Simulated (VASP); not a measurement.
Input of a VASP 6.6.1 run:

Contents of INCAR:

```
PREC = Accurate ; ENCUT = 500
EDIFF = 1E-6 ; ISMEAR = 0
SIGMA = 0.05 ; LREAL = False
LASPH = True ; NELM = 120
ALGO = Normal ; ISIF = 2
LWAVE = False ; LCHARG = False
GGA = CA ; NBANDS = 14
GGA_COMPAT = False
```

The input KPOINTS:

```
Automatic mesh
0
Gamma
  7 7 7
```

The input POSCAR:

```
AlAu
1.0
    0.0000000000      2.3791658781      2.3791658781
    2.3791658781      0.0000000000      2.3791658781
    2.3791658781      2.3791658781      0.0000000000
Al Au
1 1
Direct
    0.0000000000      0.0000000000      0.0000000000
    0.5000000000      0.5000000000      0.5000000000
```

Potentials or basis: VASP PAW LDA potentials, release 64 (Al, Au).

Launch:

```console
$ cat potpaw_LDA.64/Al/POTCAR potpaw_LDA.64/Au/POTCAR > POTCAR
$ mpirun -np 1 vasp_std > vasp.out
```

Problem. What does it give for the pressure?

Solution. 60.8 GPa.

Problem. What does it give for the band gap on the k mesh?

Solution. Zero (bands 7 and 8 overlap by 6.81 eV).

Caveat: the cell stands under pressure; spin-orbit coupling is left out, which moves the levels of the heavy elements.
